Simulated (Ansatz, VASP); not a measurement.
**Two plane-wave programs on NiO2**

```
Ni O
1.0
     2.78399    0.00000    0.00000
    -1.39199    2.41100    0.00000
     0.00000    0.00000    4.97261
Ni O
1 2
Cartesian
  0.0000 0.0000 2.4863
  1.3920 0.8037 3.6695
  0.0000 1.6073 1.3031
```

Alike in both runs: task single point; functional PBEsol; k mesh 12 × 12 × 6; occupations gaussian, width 0.05 eV; no spin polarisation.

|  | VASP | Ansatz |
| --- | --- | --- |
| version | VASP 6.6.1 | Ansatz 0.2.0 |
| potentials or method | VASP PAW PBE potentials, release 64 (Ni, O), cutoff 520 eV | scalar-relativistic, plane waves, PAW |
| valence electrons in the cell | 22 | 30 |

|  | VASP | Ansatz | Ansatz less VASP |
| --- | --- | --- | --- |
| gap on the k mesh at the Fermi level (eV) | 0.69 | 0.71 | +0.024 |
| least direct gap on the mesh (eV) | 0.72 | 0.74 | +0.018 |
| pressure (GPa) | -25.0 | -25.3 | -0.31 |
| traceless stress, the component that is largest in VASP (GPa) | -14.92 | -15.10 | -0.181 |
| rms of the force components (eV/Å) | 1.640 | 1.680 | +0.0404 |

VASP's potentials were made for PBE, not for PBEsol. Atom by atom the forces differ by 0.040 eV/Å (rms over components). VASP's potentials hold 22 valence electrons a cell and Ansatz's 30, so a difference there can come from the potentials and not from the codes.
